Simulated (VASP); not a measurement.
# SiBr5 (F-43m) in VASP: further runs, part 2 of 2

VASP 6.6.1. The steps go on from the part before.

## (3) Single point, PBE

This run uses another cell than the first one, of 49.75 Å³/atom.

INCAR

```
  PREC = Accurate
  ENCUT = 520
  EDIFF = 1E-6
  ISMEAR = 0
  SIGMA = 0.1
  LREAL = False
  LASPH = True
  NELM = 80
  ALGO = Normal
  ISIF = 2
  LWAVE = False
  LCHARG = False
  GGA = PE
  NBANDS = 28
```

KPOINTS

```
regular mesh
0
Gamma
  4 4 4
```

POSCAR

```
SiBr5
1.0
    0.0000000000      5.3044801113      5.3044801113
    5.3044801113      0.0000000000      5.3044801113
    5.3044801113      5.3044801113      0.0000000000
Si Br
1 5
Direct
    0.7500000000      0.7500000000      0.7500000000
    0.2500000000      0.2500000000      0.2500000000
    0.8698938575      0.8698938575      0.8698938575
    0.8698938575      0.8698938575      0.3903184275
    0.8698938575      0.3903184275      0.8698938575
    0.3903184275      0.8698938575      0.8698938575
```

Potentials or basis: VASP PAW PBE potentials, release 64 (Si, Br).

On the command line:

```bash
$ cat potpaw_PBE.64/Si/POTCAR potpaw_PBE.64/Br/POTCAR > POTCAR
$ mpirun -np 1 vasp_std > vasp.out
```

OUTCAR:

```text
PREC = Accurate
   ENCUT = 520
   EDIFF = 1E-6
   ISMEAR = 0
   LREAL = False
   LASPH = True
   NELM = 80
   ISIF = 2
   GGA = PE

 ion  position               nearest neighbor table
   1  0.750  0.750  0.750-   4 2.20   5 2.20   6 2.20   3 2.20
   2  0.250  0.250  0.250-
   3  0.870  0.870  0.870-   1 2.20
   4  0.870  0.870  0.390-   1 2.20
   5  0.870  0.390  0.870-   1 2.20
   6  0.390  0.870  0.870-   1 2.20

  LATTYP: Found a face centered cubic cell.
 ALAT       =    10.6089602226

  Lattice vectors:

 A1 = (   0.0000000000,   5.3044801113,   5.3044801113)
 A2 = (   5.3044801113,   0.0000000000,   5.3044801113)
 A3 = (   5.3044801113,   5.3044801113,   0.0000000000)

Analysis of symmetry for initial positions (statically):
=====================================================================
 Subroutine PRICEL returns:
 Original cell was already a primitive cell.

 Routine SETGRP: Setting up the symmetry group for a
 face centered cubic supercell.

[... 156 lines left out ...]

 E-fermi :  -2.9882     XC(G=0):  -5.9806

 val. band max:       -3.0318258319   @ k =  -0.2500   0.5000   0.2500
 cond. band min:       0.2133769552   @ k =   0.0000   0.0000   0.0000
 fundamental gap:      3.2452027871
 Fermi energy:        -2.9882280920

 k-point     1 :       0.0000    0.0000    0.0000
  band No.  band energies     occupation
      1     -17.4785      2.00000
      2     -16.4782      2.00000
      3     -16.4782      2.00000
      4     -16.4782      2.00000
      5     -15.3474      2.00000
      6      -9.7709      2.00000
[... 237 lines left out ...]
     27       4.9674      0.00000
     28       5.7799      0.00000

------------------------ aborting loop because EDIFF is reached ----------------------------------------

  FORCE on cell =-STRESS in cart. coord.  units (eV):
  Direction    XX          YY          ZZ          XY          YZ          ZX
  --------------------------------------------------------------------------------------
  -------------------------------------------------------------------------------------
  Total        0.6174791      0.6174791      0.6174791      0.0000000     -0.0000000      0.0000000
  in kB        3.3141666      3.3141666      3.3141666      0.0000000     -0.0000000      0.0000000
  external PRESSURE =       3.3141666 kB  Pullay stress =       0.0000000 kB

 VOLUME and BASIS-vectors are now :
 -----------------------------------------------------------------------------
  energy-cutoff  :      520.00
  volume of cell :      298.51
      direct lattice vectors                 reciprocal lattice vectors
     0.000000000  5.304480111  5.304480111    -0.094259944  0.094259944  0.094259944
     5.304480111  0.000000000  5.304480111     0.094259944 -0.094259944  0.094259944
     5.304480111  5.304480111  0.000000000     0.094259944  0.094259944 -0.094259944

 POSITION                                       TOTAL-FORCE (eV/Angst)
 -----------------------------------------------------------------------------------
      7.95672      7.95672      7.95672         0.000000     -0.000000     -0.000000
      2.65224      2.65224      2.65224         0.000000     -0.000000      0.000000
      9.22867      9.22867      9.22867         0.032932      0.032932      0.032932
      6.68477      6.68477      9.22867        -0.032932     -0.032932      0.032932
      6.68477      9.22867      6.68477        -0.032932      0.032932     -0.032932
      9.22867      6.68477      6.68477         0.032932     -0.032932     -0.032932
 -----------------------------------------------------------------------------------
    total drift:                               -0.000001     -0.000001     -0.000001

  FREE ENERGIE OF THE ION-ELECTRON SYSTEM (eV)
  ---------------------------------------------------
  free  energy   TOTEN  =       -16.3130283221 eV

  energy  without entropy=      -16.2137197991  energy(sigma->0) =      -16.26337406
```

OSZICAR:

```text
N       E                     dE             d eps       ncg     rms          rms(c)
DAV:   1     0.281326583296E+03    0.28133E+03   -0.14169E+04   448   0.107E+03
DAV:   2     0.156245364147E+02   -0.26570E+03   -0.26042E+03   628   0.192E+02
DAV:   3    -0.161091712825E+02   -0.31734E+02   -0.31525E+02   536   0.760E+01
DAV:   4    -0.166140554451E+02   -0.50488E+00   -0.50406E+00   580   0.115E+01
DAV:   5    -0.166205886584E+02   -0.65332E-02   -0.65326E-02   560   0.131E+00    0.106E+01
DAV:   6    -0.163774518016E+02    0.24314E+00   -0.37117E-01   540   0.217E+00    0.636E+00
DAV:   7    -0.163598738895E+02    0.17578E-01   -0.56140E-01   528   0.233E+00    0.198E+00
DAV:   8    -0.163209964986E+02    0.38877E-01   -0.99410E-01   604   0.137E+00    0.765E-01
DAV:   9    -0.163158698564E+02    0.51266E-02   -0.17728E-02   500   0.547E-01    0.310E-01
DAV:  10    -0.163136483043E+02    0.22216E-02   -0.36440E-03   508   0.234E-01    0.130E-01
DAV:  11    -0.163131935384E+02    0.45477E-03   -0.60774E-04   556   0.897E-02    0.826E-02
DAV:  12    -0.163130245492E+02    0.16899E-03   -0.26556E-04   528   0.514E-02    0.384E-02
DAV:  13    -0.163130297824E+02   -0.52332E-05   -0.84196E-05   496   0.359E-02    0.114E-02
DAV:  14    -0.163130299707E+02   -0.18829E-06   -0.23091E-05   544   0.157E-02    0.682E-03
DAV:  15    -0.163130283189E+02    0.16518E-05   -0.29595E-06   376   0.626E-03    0.309E-03
DAV:  16    -0.163130283221E+02   -0.31837E-08   -0.28207E-07   320   0.215E-03
   1 F= -.16313028E+02 E0= -.16263374E+02  d E =-.993085E-01
```

stdout:

```text
POSCAR found type information on POSCAR SiBr
 POSCAR found :  2 types and       6 ions
 scaLAPACK will be used
 LDA part: xc-table for (Slater+PW92), standard interpolation
 POSCAR, INCAR and KPOINTS ok, starting setup
 FFT: planning ... GRIDC
 FFT: planning ... GRID_SOFT
 FFT: planning ... GRID
 WAVECAR not read
 entering main loop
```

Wall time 2.3 min (1 thread of Oxide Virtual Turin-like, shared host); peak memory 0.39 GiB.

What came out:

```yaml
Free_energy: -16.3130 eV
Pressure: 0.3 GPa
Largest_force: 0.057 eV/Å
Band_gap_on_the_k_mesh: zero (an odd number of electrons rules out a gap without spin polarisation)
```

Forces in eV/Å, atoms in the order of the input:
```
Si   0.000  0.000  0.000
Br   0.000  0.000  0.000
Br   0.033  0.033  0.033
Br  -0.033 -0.033  0.033
Br  -0.033  0.033 -0.033
Br   0.033 -0.033 -0.033
```

Caveat: an odd number of electrons without spin polarisation forces a metal; a magnetic or distorted state may lie lower.

## (4) Single point, PBE

This run uses another cell than the first one, of 56.03 Å³/atom.

INCAR

```
SYSTEM = SiBr5
ALGO     = Fast           ! electronic algorithm
EDIFF    = 1E-7           ! SCF threshold, eV
ENCUT    = 520            ! plane-wave cutoff, eV
GGA      = PE             ! functional
ISIF     = 2              ! what is computed and relaxed
ISMEAR   = 0              ! smearing method
LASPH    = .True.         ! aspherical terms in the spheres
LCHARG   = .True.         ! write CHGCAR
LELF     = .True.         ! ELF
LREAL    = .False.        ! projectors in reciprocal space
LVHAR    = .True.       
LWAVE    = .False.        ! write WAVECAR
NBANDS   = 28             ! bands
NELM     = 100            ! most SCF steps
PREC     = Accurate       ! precision mode
SIGMA    = 0.1            ! smearing width, eV
```

KPOINTS

```
k-points
0
Gamma
  6 6 6
  0 0 0
```

POSCAR

```
SiBr5
1.0
    0.0000000000      5.5188530139      5.5188530139
    5.5188530139      0.0000000000      5.5188530139
    5.5188530139      5.5188530139      0.0000000000
Si Br
1 5
Direct
    0.2500000000      0.2500000000      0.2500000000
    0.7500000000      0.7500000000      0.7500000000
    0.1343914933      0.5968255201      0.1343914933
    0.1343914933      0.1343914933      0.1343914933
    0.5968255201      0.1343914933      0.1343914933
    0.1343914933      0.1343914933      0.5968255201
```

Potentials or basis: VASP PAW PBE potentials, release 64 (Si, Br).

On the command line:

```bash
$ cat potpaw_PBE.64/Si/POTCAR potpaw_PBE.64/Br/POTCAR > POTCAR
$ mpirun -np 1 vasp_std > vasp.out
```

OUTCAR:

```text
SYSTEM = SiBr5
   EDIFF = 1E-7
   ENCUT = 520
   GGA = PE
   ISIF = 2
   ISMEAR = 0
   LASPH = .True.
   LREAL = .False.
   NELM = 100
   PREC = Accurate

 ion  position               nearest neighbor table
   1  0.250  0.250  0.250-   3 2.21   4 2.21   5 2.21   6 2.21
   2  0.750  0.750  0.750-
   3  0.134  0.597  0.134-   1 2.21
   4  0.134  0.134  0.134-   1 2.21
   5  0.597  0.134  0.134-   1 2.21
   6  0.134  0.134  0.597-   1 2.21
[... 692 lines left out ...]
  --------------------------------------------------------------------------------------
  -------------------------------------------------------------------------------------
  Total        0.0049156      0.0049156      0.0049156      0.0000000      0.0000000     -0.0000000
  in kB        0.0234265      0.0234265      0.0234265      0.0000000      0.0000000     -0.0000000
  external PRESSURE =       0.0234265 kB  Pullay stress =       0.0000000 kB

 VOLUME and BASIS-vectors are now :
 -----------------------------------------------------------------------------
  energy-cutoff  :      520.00
  volume of cell :      336.18
      direct lattice vectors                 reciprocal lattice vectors
     0.000000000  5.518853014  5.518853014    -0.090598535  0.090598535  0.090598535
     5.518853014  0.000000000  5.518853014     0.090598535 -0.090598535  0.090598535
     5.518853014  5.518853014  0.000000000     0.090598535  0.090598535 -0.090598535

 POSITION                                       TOTAL-FORCE (eV/Angst)
 -----------------------------------------------------------------------------------
      2.75943      2.75943      2.75943         0.000000     -0.000000     -0.000000
      8.27828      8.27828      8.27828         0.000000     -0.000000     -0.000000
      4.03548      1.48337      4.03548         0.000341     -0.000341      0.000341
      1.48337      1.48337      1.48337        -0.000341     -0.000341     -0.000341
      1.48337      4.03548      4.03548        -0.000341      0.000341      0.000341
      4.03548      4.03548      1.48337         0.000341      0.000341     -0.000341
 -----------------------------------------------------------------------------------
    total drift:                                0.000001      0.000001      0.000001

  FREE ENERGIE OF THE ION-ELECTRON SYSTEM (eV)
  ---------------------------------------------------
  free  energy   TOTEN  =       -16.3374249881 eV

  energy  without entropy=      -16.2349952918  energy(sigma->0) =      -16.28621014
```

stdout:

```text
POSCAR found type information on POSCAR SiBr
 POSCAR found :  2 types and       6 ions
 scaLAPACK will be used
 LDA part: xc-table for (Slater+PW92), standard interpolation
 POSCAR, INCAR and KPOINTS ok, starting setup
 FFT: planning ... GRIDC
 FFT: planning ... GRID_SOFT
 FFT: planning ... GRID
 WAVECAR not read
 entering main loop
```

Wall time 7.7 min (1 thread of Oxide Virtual Turin-like, shared host); peak memory 0.51 GiB.

Results:

- Free energy: -16.3374 eV
- Pressure: 0.0 GPa
- Band gap on the k mesh: zero (an odd number of electrons rules out a gap without spin polarisation)

Caveat: an odd number of electrons without spin polarisation forces a metal; a magnetic or distorted state may lie lower.

## (5) Single point, PBE

This run uses another cell than the first one, of 56.03 Å³/atom.

INCAR

```
PREC = Accurate ; ENCUT = 520
EDIFF = 1E-7 ; ISMEAR = 0
SIGMA = 0.1 ; LREAL = F
LASPH = T ; NELM = 80
ALGO = Fast ; ISIF = 2
LWAVE = F ; LCHARG = F
GGA = PE ; NBANDS = 28
```

KPOINTS

```
regular mesh
0
Gamma
  6 6 6
```

POSCAR is that of step 4.

On the command line:

```bash
$ cat potpaw_PBE.64/Si/POTCAR potpaw_PBE.64/Br/POTCAR > POTCAR
$ mpirun -np 1 vasp_std > vasp.out
```

Wall time 7.2 min (1 thread of Oxide Virtual Turin-like, shared host); peak memory 0.5 GiB.

It converged, with:

- Free energy: -16.3374 eV
- Pressure: 0.0 GPa
- Band gap on the k mesh: zero (an odd number of electrons rules out a gap without spin polarisation)

Levels at points of the mesh, in eV from the Fermi level:
```tsv
k point	band 18	band 19	band 20	band 21	band 22	band 23
(0.00, 0.00, 0.00)	-0.09	-0.09	-0.09	3.42	5.68	5.68
(0.50, 0.00, 0.00)	-0.13	-0.06	-0.06	4.12	5.90	6.10
(0.50, 0.50, 0.00)	-0.08	-0.05	-0.05	4.57	5.50	6.40
```

Caveat: an odd number of electrons without spin polarisation forces a metal; a magnetic or distorted state may lie lower.

## (6) The runs side by side

| cell | k mesh | gap on the mesh (eV) | pressure (GPa) | largest force (eV/Å) |
| --- | --- | --- | --- | --- |
| a = 6.508 Å, angles 60.0°, 6 atoms, atomic positions A | 4 × 4 × 4 | none | 6.5 | 3.61 |
| a = 7.502 Å, angles 60.0°, 6 atoms, atomic positions B | 4 × 4 × 4 | none | 0.3 | 0.06 |
| a = 7.805 Å, angles 60.0°, 6 atoms, atomic positions C | 6 × 6 × 6 | none | 0.0 | - |

Alike in all rows: task single point; level PBE; potentials or basis VASP PAW PBE potentials, release 64 (Si, Br); no spin polarisation; cutoff (eV) 520; smearing gaussian 0.1 eV.

Caveats: an odd number of electrons without spin polarisation forces a metal; a magnetic or distorted state may lie lower; the cell stands under pressure (at least some runs).

Total energies depend on the potentials used, so only differences within one code and one set of settings carry meaning.

The gap in the log of VASP goes by the Fermi energy; the results here count the filled bands.